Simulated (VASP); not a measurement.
Crystal: NbH2.

```
CELL_PARAMETERS angstrom
0.00000 2.28150 2.28150
2.28150 0.00000 2.28150
2.28150 2.28150 0.00000
ATOMIC_POSITIONS crystal
Nb 0.00000 0.00000 0.00000
H 0.25000 0.25000 0.25000
H 0.75000 0.75000 0.75000
```

Base run:

```yaml
Program: VASP 6.6.1
Functional: PBEsol
Potentials_or_basis: VASP PAW PBE potentials, release 64 (Nb_sv, H)
Cutoff: 500 eV
k_mesh: 13 × 13 × 13
Occupations: methfessel-paxton, width 0.1 eV
Spin: no spin polarisation
```

Its results: band gap on the k mesh zero (an odd number of electrons rules out a gap without spin polarisation); pressure -5.9 GPa.

Task: The run is repeated on the same cell with these changes: functional from PBEsol to LDA; potentials or basis from VASP PAW PBE potentials, release 64 (Nb_sv, H) to VASP PAW LDA potentials, release 64 (Nb_sv, H). What comes out?

Result: Band gap on the k mesh zero (an odd number of electrons rules out a gap without spin polarisation); pressure -8.4 GPa.

Caveats: the cell stands under tension; the PAW data sets were made with another functional, which shifts forces and pressure a little (at least some runs).
